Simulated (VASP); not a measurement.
# Re (Pm-3m) in VASP: a series of runs, part 2 of 2

VASP 6.6.1. The steps go on from the part before.

## (4) Relaxation of cell and atoms, LDA

This run uses another cell than the first one, of 16.19 Å³/atom, 1.054 times its volume.

File INCAR:

```
ALGO = Normal ; EDIFF = 1E-6
EDIFFG = -0.02 ; ENCUT = 600
GGA = CA ; IBRION = 2
ISIF = 3 ; ISMEAR = -1
LASPH = T ; LCHARG = F
LREAL = F ; LWAVE = F
NELM = 60 ; NSW = 60
PREC = Accurate ; SIGMA = 0.1
```

File KPOINTS:

```
k-points
0
Gamma
  9 9 9
```

File POSCAR:

```
Re
1.0
    2.5300000000      0.0000000000      0.0000000000
    0.0000000000      2.5300000000      0.0000000000
    0.0000000000      0.0000000000      2.5300000000
Re
1
Direct
    0.0000000000      0.0000000000      0.0000000000
```

Run with:

```
> cat potpaw_LDA.64/Re/POTCAR > POTCAR
> mpirun -np 1 vasp_std > vasp.out
```

It took 7.7 s on 1 thread of Intel Xeon Platinum 8488C (Sapphire Rapids), shared host; peak memory 0.12 GiB.

The run converged. Its results:

- Free energy: -12.4203 eV
- Relaxed volume: 16.30 Å³/atom
- Relaxed cell: a = 2.536 Å, b = 2.536 Å, c = 2.536 Å, α = 90.00°, β = 90.00°, γ = 90.00°
- Space group after relaxing (to 0.05 Å): Pm-3m (No. 221)
- Energy gained by relaxing: 0.7 meV/atom
- Ionic steps: 3
- Pressure after relaxing: 0.0 GPa

Step by step:
| step | energy change (eV) | largest force (eV/Å) | pressure (GPa) | volume (Å³) |
| --- | --- | --- | --- | --- |
| 1 | 0.0000 | 0.0000 | 2.02 | 16.19 |
| 2 | 0.0071 | 0.0000 | -6.46 | 16.68 |
| 3 | -0.0007 | 0.0000 | -0.02 | 16.30 |

Final structure:
```
Re
1.0
     2.53565    0.00000    0.00000
     0.00000    2.53565    0.00000
     0.00000    0.00000    2.53565
Re
1
Cartesian
  0.0000 0.0000 0.0000
```

Levels at points of the mesh, in eV from the Fermi level:
```csv
k point,band 1,band 2,band 3,band 4,band 5,band 6,band 7
"(0.00, 0.00, 0.00)",-9.44,-5.65,-5.65,3.77,3.77,3.77,15.77
```

Caveat: spin-orbit coupling is left out, which moves the levels of the heavy elements.

## (5) Relaxation of cell and atoms, LDA, target pressure 20 GPa, at which the enthalpy is minimised

This run uses another cell than the first one, of 16.19 Å³/atom, 1.054 times its volume.

File INCAR:

```
SYSTEM = Re
PREC = Accurate
ENCUT = 600
EDIFF = 1E-7
ISMEAR = -1
SIGMA = 0.1
LREAL = .FALSE.
LASPH = .TRUE.
NELM = 80
ALGO = Normal
ISIF = 3
LWAVE = .FALSE.
LCHARG = .FALSE.
IBRION = 2
NSW = 60
EDIFFG = -0.02
PSTRESS = 200.0
```

File KPOINTS:

```
Automatic mesh
0
G
  9 9 9
  0 0 0
```

POSCAR is that of step 4.

Potentials or basis: VASP PAW LDA potentials, release 64 (Re).

Run with:

```
> cat potpaw_LDA.64/Re/POTCAR > POTCAR
> mpirun -np 1 vasp_std > vasp.out
```

OUTCAR:

```text
SYSTEM = Re
   PREC = Accurate
   ENCUT = 600
   EDIFF = 1E-7
   ISMEAR = -1
   LREAL = .FALSE.
   LASPH = .TRUE.
   NELM = 80
   ISIF = 3
   IBRION = 2
   NSW = 60
   EDIFFG = -0.02
   PSTRESS = 200.0

 ion  position               nearest neighbor table
   1  0.000  0.000  0.000-

  LATTYP: Found a simple cubic cell.
 ALAT       =     2.5300000000

  Lattice vectors:

 A1 = (   2.5300000000,   0.0000000000,   0.0000000000)
 A2 = (   0.0000000000,   2.5300000000,   0.0000000000)
 A3 = (   0.0000000000,   0.0000000000,   2.5300000000)

Analysis of symmetry for initial positions (statically):
=====================================================================
 Subroutine PRICEL returns:
 Original cell was already a primitive cell.

 Routine SETGRP: Setting up the symmetry group for a
 simple cubic supercell.

 Subroutine GETGRP returns: Found 48 space group operations
 (whereof 48 operations were pure point group operations)
 out of a pool of 48 trial point group operations.

The static configuration has the point symmetry O_h .

Analysis of symmetry for dynamics (positions and initial velocities):
=====================================================================
 Subroutine PRICEL returns:
 Original cell was already a primitive cell.

 Routine SETGRP: Setting up the symmetry group for a
 simple cubic supercell.

 Subroutine GETGRP returns: Found 48 space group operations
 (whereof 48 operations were pure point group operations)
 out of a pool of 48 trial point group operations.

The dynamic configuration has the point symmetry O_h .

 Subroutine INISYM returns: Found 48 space group operations
 (whereof 48 operations are pure point group operations),
 and found     1 'primitive' translations

----------------------------------------------------------------------------------------

                                     Primitive cell

  volume of cell :      16.1943

  direct lattice vectors                    reciprocal lattice vectors
     2.530000000  0.000000000  0.000000000     0.395256917  0.000000000  0.000000000
     0.000000000  2.530000000  0.000000000     0.000000000  0.395256917  0.000000000
     0.000000000  0.000000000  2.530000000     0.000000000  0.000000000  0.395256917

  length of vectors
     2.530000000  2.530000000  2.530000000     0.395256917  0.395256917  0.395256917

  position of ions in fractional coordinates (direct lattice)
     0.000000000  0.000000000  0.000000000

  ion indices of the primitive-cell ions
   primitive index   ion index
                 1           1

----------------------------------------------------------------------------------------

 KPOINTS: Automatic mesh

Automatic generation of k-mesh.
 Grid dimensions read from file:
 generate k-points for:    9    9    9

 Generating k-lattice:

  Cartesian coordinates                     Fractional coordinates (reciprocal lattice)
     0.043917435  0.000000000  0.000000000     0.111111111  0.000000000  0.000000000
     0.000000000  0.043917435  0.000000000     0.000000000  0.111111111  0.000000000
     0.000000000  0.000000000  0.043917435     0.000000000  0.000000000  0.111111111

  Length of vectors
     0.043917435  0.043917435  0.043917435

  Shift w.r.t. Gamma in fractional coordinates (k-lattice)
     0.000000000  0.000000000  0.000000000

 Subroutine IBZKPT returns following result:
 ===========================================

 Found     35 irreducible k-points:

 Following reciprocal coordinates:
            Coordinates               Weight
  0.000000  0.000000  0.000000      1.000000
  0.111111  0.000000  0.000000      6.000000
  0.222222  0.000000  0.000000      6.000000
  0.333333  0.000000  0.000000      6.000000
  0.444444  0.000000  0.000000      6.000000
  0.111111  0.111111  0.000000     12.000000
[... 16 lines left out ...]
  0.333333  0.333333  0.111111     24.000000
  0.444444  0.333333  0.111111     48.000000
 [... further k-points ...]
   k-points           NKPTS =     35   k-points in BZ     NKDIM =     35   number of bands    NBANDS=      7
   number of dos      NEDOS =    301   number of ions     NIONS =      1
   total plane-waves  NPLWV =   8000
   dimension x,y,z NGX =    20 NGY =   20 NGZ =   20
   dimension x,y,z NGXF=    40 NGYF=   40 NGZF=   40
   ions per type =               1
   NGX,Y,Z   is equivalent  to a cutoff of  13.14, 13.14, 13.14 a.u.
   NGXF,Y,Z  is equivalent  to a cutoff of  26.28, 26.28, 26.28 a.u.
 SYSTEM =  Re
   PREC   = accura    normal or accurate (medium, high low for compatibility)
   ISTART =      0    job   : 0-new  1-cont  2-samecut
   ICHARG =      2    charge: 1-file 2-atom 10-const
   ISPIN  =      1    spin polarized calculation?
   LNONCOLLINEAR =      F non collinear calculations
   LSORBIT =      F    spin-orbit coupling
   LASPH  =      T    aspherical Exc in radial PAW
   ENCUT  =  600.0 eV  44.10 Ry    6.64 a.u.   5.05  5.05  5.05*2*pi/ulx,y,z
   NELM   =     80;   NELMIN=  2; NELMDL= -5     # of ELM steps
   EDIFF  = 0.1E-06   stopping-criterion for ELM
   LREAL  =      F    real-space projection
   EDIFFG = -.2E-01   stopping-criterion for IOM
   NSW    =     60    number of steps for IOM
   IBRION =      2    ionic relax: 0-MD 1-quasi-New 2-CG
   NFREE  =      1    steps in history (QN), initial steepest desc. (CG)
   ISIF   =      3    stress and relaxation
   ISYM   =      2    0-nonsym 1-usesym 2-fastsym
   POTIM  = 0.5000    time-step for ionic-motion
   TEBEG  =    0.0;   TEEND  =   0.0 temperature during run
   PSTRESS=  200.0 pullay stress
   NELECT =       7.0000    total number of electrons
   NUPDOWN=      -1.0000    fix difference up-down
   EMIN   =  10.00;   EMAX   =-10.00  energy-range for DOS
   EFERMI =   0.00;   METHOD = LEGACY
   ISMEAR =    -1;   SIGMA  =   0.10  broadening in eV -4-tet -1-fermi 0-gaus
   EFERMI_NEDOS =   21; number of points for ismear=-14 and -15
   IALGO  =     38    algorithm
   IMIX   =      4    mixing-type and parameters
     AMIX     =   0.40;   BMIX     =  1.00
     AMIX_MAG =   1.60;   BMIX_MAG =  1.00
  volume/ion in A,a.u.               =      16.19       109.28
  Fermi-wavevector in a.u.,A,eV,Ry     =   1.237809  2.339120 20.846456  1.532171
  Thomas-Fermi vector in A             =   2.372361
   LORBIT       =      0    0 simple, 1 ext, 2 COOP (PROOUT), +10 PAW based schemes
   GGA     = CA    functional components
   LHFCALC =     F    Hartree Fock is set to
   AEXX    =    0.0000 exact exchange contribution
   IVDW    =     0    specifies the selected vdW correction
   LEPSILON=     F    determine dielectric tensor
   LRPA    =     F    only Hartree local field effects (RPA)
 conjugate gradient relaxation of ions
 non-spin polarized calculation
  energy-cutoff  :      600.00
  volume of cell :       16.19
 maximum number of plane-waves:       548
   NGX = 11   NGY = 11   NGZ = 11

--------------------------------------- Ionic step        1  -------------------------------------------

 number of electron       6.9999998 magnetization

 Free energy of the ion-electron system (eV)
  ---------------------------------------------------
  ext. energy  EPLUGINS =         0.00000000
  ---------------------------------------------------
  free energy    TOTEN  =       -12.41960702 eV

  energy without entropy =      -12.39080355  energy(sigma->0) =      -12.40520529

------------------------ aborting loop because EDIFF is reached ----------------------------------------

  FORCE on cell =-STRESS in cart. coord.  units (eV):
  Direction    XX          YY          ZZ          XY          YZ          ZX
  --------------------------------------------------------------------------------------
  -------------------------------------------------------------------------------------
  Total        0.2033906      0.2033906      0.2033906     -0.0000000      0.0000000     -0.0000000
  in kB       20.1224050     20.1224050     20.1224050     -0.0000000      0.0000000     -0.0000000
  external PRESSURE =    -179.8775950 kB  Pullay stress =     200.0000000 kB
[... 22 lines left out ...]
  enthalpy is  TOTEN    =       -10.3980733639 eV   P V=        2.0215336588

--------------------------------------- Ionic step        2  -------------------------------------------

 number of electron       7.0000000 magnetization

 E-fermi :  10.8222     XC(G=0): -14.6709

 val. band max:       10.6919522674   @ k =   0.4444   0.0000   0.0000
 cond. band min:      10.8238315330   @ k =   0.4444   0.1111   0.0000
 fundamental gap:      0.1318792656
 Fermi energy:        10.8222052367

 k-point     1 :       0.0000    0.0000    0.0000
  band No.  band energies     occupation
      1      -0.4126      2.00000
      2       2.9206      2.00000
      3       2.9206      2.00000
      4      16.6922      0.00000
      5      16.6922      0.00000
      6      16.6922      0.00000
      7      29.4798      0.00000
[... 338 lines left out ...]
  enthalpy is  TOTEN    =       -10.4463652714 eV   P V=        1.9211481909

--------------------------------------- Ionic step        5  -------------------------------------------

 number of electron       7.0000001 magnetization

 Free energy of the ion-electron system (eV)
  ---------------------------------------------------
  ext. energy  EPLUGINS =         0.00000000
  ---------------------------------------------------
  free energy    TOTEN  =       -12.36509467 eV

  energy without entropy =      -12.33760027  energy(sigma->0) =      -12.35134747

 E-fermi :   7.8348     XC(G=0): -13.4515

 val. band max:        7.8084856428   @ k =   0.2222   0.2222   0.0000
 cond. band min:       7.8737852313   @ k =   0.4444   0.1111   0.0000
 fundamental gap:      0.0652995885
 Fermi energy:         7.8348003934

 k-point     1 :       0.0000    0.0000    0.0000
  band No.  band energies     occupation
      1      -1.9870      2.00000
      2       1.7689      2.00000
      3       1.7689      2.00000
      4      11.9817      0.00000
      5      11.9817      0.00000
      6      11.9817      0.00000
      7      24.1551      0.00000
[... 258 lines left out ...]
  FREE ENERGIE OF THE ION-ELECTRON SYSTEM (eV)
  ---------------------------------------------------
  free  energy   TOTEN  =       -12.3650946722 eV

  energy  without entropy=      -12.3376002663  energy(sigma->0) =      -12.35134747

  enthalpy is  TOTEN    =       -10.4463949745 eV   P V=        1.9186996977

 reached required accuracy - stopping structural energy minimisation
```

OSZICAR:

```text
N       E                     dE             d eps       ncg     rms          rms(c)
DAV:   1     0.210489112698E+02    0.21049E+02   -0.34098E+03   574   0.984E+02
DAV:   2    -0.120476523082E+02   -0.33097E+02   -0.30738E+02   770   0.148E+02
DAV:   3    -0.128984650421E+02   -0.85081E+00   -0.79515E+00   567   0.267E+01
[... 40 lines left out ...]
DAV:   1    -0.123651192273E+02    0.23943E-02   -0.12743E-03   742   0.102E+00    0.150E-01
DAV:   2    -0.123650987660E+02    0.20461E-04   -0.32423E-05   742   0.117E-01    0.512E-02
DAV:   3    -0.123650945206E+02    0.42454E-05   -0.14770E-05   756   0.796E-02    0.723E-03
DAV:   4    -0.123650946598E+02   -0.13925E-06   -0.42906E-07   532   0.110E-02    0.152E-03
DAV:   5    -0.123650946722E+02   -0.12418E-07   -0.35316E-08   245   0.408E-03
   5 F= -.10446395E+02 E0= -.10432648E+02  d E =-.483216E-01
```

CONTCAR:

```text
Re
   1.00000000000000
     2.4863515323312191    0.0000000000000000   -0.0000000000000000
    -0.0000000000000000    2.4863515323312191   -0.0000000000000000
    -0.0000000000000000    0.0000000000000000    2.4863515323312191
  Re
     1
Direct
     0.0000000000000000    0.0000000000000000    0.0000000000000000

  0.00000000E+00  0.00000000E+00  0.00000000E+00
```

It took 12 s on 1 thread of Intel Xeon Platinum 8488C (Sapphire Rapids), shared host; peak memory 0.13 GiB.

Results:

```yaml
Free_energy: -12.3651 eV
Relaxed_volume: 15.37 Å³/atom
Relaxed_cell: a = 2.486 Å, b = 2.486 Å, c = 2.486 Å, α = 90.00°, β = 90.00°, γ = 90.00°
Space_group_after_relaxing_to_0.05_Å: Pm-3m (No. 221)
Energy_change_on_relaxing_the_enthalpy_is_what_falls: +54.5 meV/atom
Ionic_steps: 5
Pressure_after_relaxing: 20.0 GPa
```

Step by step:
| step | energy change (eV) | largest force (eV/Å) | pressure (GPa) | volume (Å³) |
| --- | --- | --- | --- | --- |
| 1 | 0.0000 | 0.0000 | 2.01 | 16.19 |
| 2 | 1.5013 | 0.0000 | 153.13 | 12.30 |
| 3 | 0.0444 | 0.0000 | 17.90 | 15.46 |
| 4 | 0.0521 | 0.0000 | 19.51 | 15.39 |
| 5 | 0.0545 | 0.0000 | 20.00 | 15.37 |

Final structure:
```
Re
1.0
     2.48635    0.00000    0.00000
     0.00000    2.48635    0.00000
     0.00000    0.00000    2.48635
Re
1
Cartesian
  0.0000 0.0000 0.0000
```

Caveat: the cell is relaxed towards a set pressure, so the enthalpy falls and the energy may rise; spin-orbit coupling is left out, which moves the levels of the heavy elements.

## (6) Summary

```tsv
task	cell	cutoff (eV)	gap on the mesh (eV)	pressure (GPa)
single point	a = 2.486 Å, 1 atom	520	none	20.2
single point	a = 2.447 Å, 1 atom	520	none	40.3
relaxation of cell and atoms	relaxed from a = 2.530 Å, 1 atom	600	none	0.0
relaxation of cell and atoms	relaxed to 20 GPa from a = 2.530 Å, 1 atom	600	none	20.0
```

Alike in all rows: level LDA; potentials or basis VASP PAW LDA potentials, release 64 (Re); no spin polarisation; k mesh 9 × 9 × 9; smearing fermi-dirac 0.1 eV.

Caveats: spin-orbit coupling is left out, which moves the levels of the heavy elements; the cell is relaxed towards a set pressure, so the enthalpy falls and the energy may rise (some runs).

Absolute energies hang on the potentials; compare differences alone.
